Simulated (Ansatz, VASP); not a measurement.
# Al2O3: VASP beside Ansatz

```xyz
5
Lattice="4.0732 0.0000 0.0000 -2.0366 3.5275 0.0000 0.0000 0.0000 5.5003" Properties=species:S:1:pos:R:3 pbc="T T T"
Al    0.0000    0.0000    2.7501
Al    0.0000    0.0000    0.0000
O     2.0366    0.0000    2.7501
O    -1.0183    1.7638    2.7501
O     1.0183    1.7638    2.7501
```

Alike in both runs: functional PBE; k mesh 6 × 6 × 4; occupations gaussian, width 0.1 eV; no spin polarisation.

Ansatz relaxed the structure, and its values are those at the end. VASP's run is a single point on that final structure, the one shown.

```csv
,VASP,Ansatz
version,VASP 6.6.1,Ansatz 0.2.0
potentials or method,"VASP PAW PBE potentials, release 64 (Al, O), cutoff 520 eV","scalar-relativistic, plane waves, PAW"
valence electrons in the cell,24,24
```

VASP gave:

```
gap on the k mesh at the Fermi level (eV) : none
pressure (GPa)                            : -0.1
```

Which values does Ansatz return?

gap on the k mesh at the Fermi level (eV): none; pressure (GPa): 0.0.

A gap of «none» marks a metal or a gap that the smearing closes.
